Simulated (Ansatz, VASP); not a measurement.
**SrO: VASP beside Ansatz**

Contents of INCAR:

```
ALGO = Normal
EDIFF = 1E-7
ENCUT = 520
GGA = PE
ISIF = 2
ISMEAR = 0
LASPH = T
LCHARG = F
LREAL = F
LWAVE = F
NBANDS = 15
NELM = 80
PREC = Accurate
SIGMA = 0.05
```

The input KPOINTS:

```
k-points
0
Gamma
  8 8 8
```

The input POSCAR:

```
SrO
1.0
    0.0000000000      2.6982900000      2.5698000000
    2.6982900000      0.0000000000      2.5698000000
    2.6982900000      2.6982900000      0.0000000000
Sr O
1 1
Direct
    0.0000000000      0.0000000000      0.0000000000
    0.5000000000      0.5000000000      0.5000000000
```

Input for Ansatz:

```yaml
crystal:
  lattice:
    - [0.0, 2.69829, 2.5698]
    - [2.69829, 0.0, 2.5698]
    - [2.69829, 2.69829, 0.0]
  atoms:
    - { symbol: Sr, position: [0.0, 0.0, 0.0] }
    - { symbol: O, position: [0.5, 0.5, 0.5] }
basis:
  ecutwfc: 420
kpoints:
  mp_grid: { grid: [8, 8, 8] }
hamiltonian:
  xc: pbe
scf:
  occupations: { method: gaussian, width: 0.05 }
output:
  forces: true
  stress: true
  eigenvalues: true
```

Change from the starting cell: strain +0.050 along x and y, +0.000 along z, atoms carried along.

Alike in both runs: task single point; functional PBE; k mesh 8 × 8 × 8; occupations gaussian, width 0.05 eV; no spin polarisation.

```csv
,VASP,Ansatz
version,VASP 6.6.1,Ansatz 0.2.0
potentials or method,"VASP PAW PBE potentials, release 64 (Sr_sv, O), cutoff 520 eV","scalar-relativistic, plane waves, PAW"
valence electrons in the cell,16,16
```

|  | VASP | Ansatz | Ansatz less VASP |
| --- | --- | --- | --- |
| gap on the k mesh at the Fermi level (eV) | 3.10 | 3.14 | +0.043 |
| least direct gap on the mesh (eV) | 3.20 | 3.22 | +0.022 |
| pressure (GPa) | -4.0 | -4.4 | -0.39 |
| traceless stress, the component that is largest in VASP (GPa) | 2.87 | 2.69 | -0.176 |
